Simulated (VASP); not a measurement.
A run of VASP 6.6.1 is set up as follows.

INCAR

```
  PREC = Accurate
  ENCUT = 520
  EDIFF = 1E-6
  ISMEAR = -1
  SIGMA = 0.05
  LREAL = False
  LASPH = True
  NELM = 150
  ALGO = Normal
  ISIF = 2
  LWAVE = False
  LCHARG = False
  ISPIN = 2
  MAGMOM = 0 1 0
  LORBIT = 11
  LMAXMIX = 4
  GGA = PE
  NBANDS = 23
```

The input KPOINTS:

```
Automatic mesh
0
Gamma
  6 6 8
```

Contents of POSCAR:

```
CsNiN
1.0
    4.8934602745      0.0000000000      0.0000000000
   -2.4467301373      4.2378609101      0.0000000000
    0.0000000000      0.0000000000      3.3788565996
Cs Ni N
1 1 1
Direct
    0.6666666667      0.3333333333      0.5000000000
    0.3333333333      0.6666666667      0.0000000000
    0.3333333333      0.6666666667      0.5000000000
```

Potentials or basis: VASP PAW PBE potentials, release 64 (Cs_sv, Ni, N).

Command:

```bash
$ cat potpaw_PBE.64/Cs_sv/POTCAR potpaw_PBE.64/Ni/POTCAR potpaw_PBE.64/N/POTCAR > POTCAR
$ mpirun -np 1 vasp_std > vasp.out
```

**Question.** What does it give for the band gap on the k mesh?

**Answer.** Zero (filled and empty bands overlap).

**Question.** What does it give for the pressure?

**Answer.** 10.1 GPa.

Caveat: the cell stands under pressure; spin-orbit coupling is left out, which moves the levels of the heavy elements. With open d or f shells a metallic result of PBE can be an artefact of self-interaction; +U or a hybrid may open a gap.
